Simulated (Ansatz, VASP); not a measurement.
# P: VASP beside Ansatz

Contents of INCAR:

```
  ALGO = Normal
  EDIFF = 1E-6
  ENCUT = 520
  GGA = PS
  ISIF = 2
  ISMEAR = -1
  LASPH = True
  LCHARG = True
  LELF = True
  LREAL = False
  LVHAR = True
  LWAVE = False
  NBANDS = 12
  NELM = 100
  PREC = Accurate
  SIGMA = 0.05
```

File KPOINTS:

```
k-points
0
Gamma
  9 9 9
```

Contents of POSCAR:

```
P
1.0
    1.7484346925      1.0094592404      3.1708647352
   -1.7484346925      1.0094592404      3.1708647352
    0.0000000000     -2.0189184807      3.1708647352
P
2
Direct
    0.7729197500      0.7729197500      0.7729197500
    0.2270802500      0.2270802500      0.2270802500
```

input.yaml

```yaml
crystal:
  lattice:
    - [1.7484346925, 1.0094592404, 3.1708647352]
    - [-1.7484346925, 1.0094592404, 3.1708647352]
    - [0.0, -2.0189184807, 3.1708647352]
  atoms:
    - { symbol: P, position: [0.77291975, 0.77291975, 0.77291975] }
    - { symbol: P, position: [0.22708025, 0.22708025, 0.22708025] }
kpoints:
  mp_grid: { grid: [9, 9, 9] }
scf:
  occupations: { method: fermi_dirac, width: 0.05 }
hamiltonian:
  xc: pbesol
  pseudopotentials: { kind: all_electron, lapw: { basis_error: 0.0005 } }
output:
  forces: true
  stress: true
  eigenvalues: true
```

Change from the starting cell: volume scaled by 1.04.

Alike in both runs: task single point; functional PBEsol; k mesh 9 × 9 × 9; occupations fermi-dirac, width 0.05 eV; no spin polarisation.

|  | VASP | Ansatz |
| --- | --- | --- |
| version | VASP 6.6.1 | Ansatz 0.2.0 |
| potentials or method | VASP PAW PBE potentials, release 64 (P), cutoff 520 eV | all-electron LAPW, scalar-relativistic |

VASP gave:

* gap on the k mesh at the Fermi level (eV): none
* pressure (GPa): -4.9
* traceless stress, the component that is largest in VASP (GPa): -0.36
* rms of the force components (eV/Å): 0.009

Q: Which values does Ansatz return?

A: gap on the k mesh at the Fermi level (eV): none; pressure (GPa): -4.9; traceless stress, the component that is largest in VASP (GPa): -0.47; rms of the force components (eV/Å): 0.004.

VASP's potentials were made for PBE, not for PBEsol. Atom by atom the forces differ by 0.012 eV/Å (rms over components). A gap of «none» marks a metal or a gap that the smearing closes. Ansatz ran all-electron here, and VASP with PAW potentials.
